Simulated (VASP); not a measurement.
Set up this calculation in VASP 6.6.1, as the native input.

| Property | Result |
| --- | --- |
| Task | single point |
| Functional | PBE |
| Potentials or basis | VASP PAW PBE potentials, release 64 (Na_pv, Se) |
| Cutoff | 520 eV |
| k mesh | 6 × 6 × 6 |
| Occupations | gaussian, width 0.1 eV |
| Spin | no spin polarisation |
| Dipole correction | no |
| Further INCAR settings | ALGO = Normal; EDIFF = 1e-07; NBANDS = 24 |

The structure of Na3Se2 lies in POSCAR:

```
Na3Se2
1.0
    2.4123663718      1.3927803741      6.2567829565
   -2.4123663718      1.3927803741      6.2567829565
    0.0000000000     -2.7855607483      6.2567829565
Na Se
3 2
Direct
    0.0000000000      0.0000000000      0.0000000000
    0.2249745513      0.2249745513      0.2249745513
    0.7750254487      0.7750254487      0.7750254487
    0.4156699519      0.4156699519      0.4156699519
    0.5843300481      0.5843300481      0.5843300481
```

One way to write it, as run:

INCAR

```
  PREC = Accurate
  ENCUT = 520
  EDIFF = 1E-7
  ISMEAR = 0
  SIGMA = 0.1
  LREAL = F
  LASPH = T
  NELM = 60
  ALGO = Normal
  ISIF = 2
  LWAVE = F
  LCHARG = T
  GGA = PE
  LELF = T
  LVHAR = T
  NBANDS = 24
```

KPOINTS

```
Automatic mesh
0
Gamma
  6 6 6
```

Potentials or basis: VASP PAW PBE potentials, release 64 (Na_pv, Se).

Launch:

```sh
$ cat potpaw_PBE.64/Na_pv/POTCAR potpaw_PBE.64/Se/POTCAR > POTCAR
$ mpirun -np 1 vasp_std > vasp.out
```

It gave:

```
Pressure               : 0.0 GPa
Largest force          : 0.006 eV/Å
Band gap on the k mesh : zero (an odd number of electrons rules out a gap without spin polarisation)
```

It took 2.8 min on 1 thread of Intel(R) Xeon(R) Platinum 8488C (Sapphire Rapids), with other jobs on the host, peak memory 0.4 GiB.
